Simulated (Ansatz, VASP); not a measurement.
One calculation of MgO, two programs

```
CELL_PARAMETERS angstrom
0.00000 2.11350 2.11350
2.11350 0.00000 2.11350
2.11350 2.11350 0.00000
ATOMIC_POSITIONS crystal
Mg 0.00000 0.00000 0.00000
O 0.50000 0.50000 0.50000
```

Alike in both runs: task single point; functional r2SCAN; k mesh 9 × 9 × 9; occupations gaussian, width 0.1 eV; no spin polarisation.

|  | VASP | Ansatz |
| --- | --- | --- |
| version | VASP 6.6.1 | Ansatz 0.2.0 |
| potentials or method | VASP PAW PBE potentials, release 64 (Mg_sv, O), cutoff 660 eV | PAW, plane waves, scalar-relativistic |
| valence electrons in the cell | 16 | 16 |

|  | VASP | Ansatz | Ansatz less VASP |
| --- | --- | --- | --- |
| pressure (GPa) | -2.7 | -2.6 | +0.11 |

VASP's potentials were made for PBE, not for r2SCAN. The functional is the same, so the differences come from potentials, cutoffs and numerics.
